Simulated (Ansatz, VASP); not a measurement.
**Sr in VASP and in Ansatz**

```
CELL_PARAMETERS angstrom
4.25175 0.00000 0.00000
-2.12587 3.68212 0.00000
0.00000 0.00000 6.95472
ATOMIC_POSITIONS crystal
Sr 0.33333 0.66667 0.25000
Sr 0.66667 0.33333 0.75000
```

Change from the starting cell: volume scaled by 0.96, crystal datasets.

Alike in both runs: task electric field gradients; functional PBE; k mesh 10 × 10 × 5; occupations fermi-dirac, width 0.08 eV; no spin polarisation.

|  | VASP | Ansatz |
| --- | --- | --- |
| version | VASP 6.6.1 | Ansatz 0.2.0 |
| potentials or method | VASP PAW PBE potentials, release 64 (Sr_sv), cutoff 520 eV | all-electron PAW with datasets made for the crystal, scalar-relativistic |

Ansatz gave:

* pressure (GPa): 0.2
* traceless stress, the component that is largest in VASP (GPa): 0.09
* size of Vzz on the site where it differs most (V/Å²): 4.6

Q: Estimate VASP's values.

A: Pressure (GPa): 0.2; traceless stress, the component that is largest in VASP (GPa): 0.09; size of Vzz on the site where it differs most (V/Å²): 4.5.

Ansatz ran all-electron here, and VASP with PAW potentials.
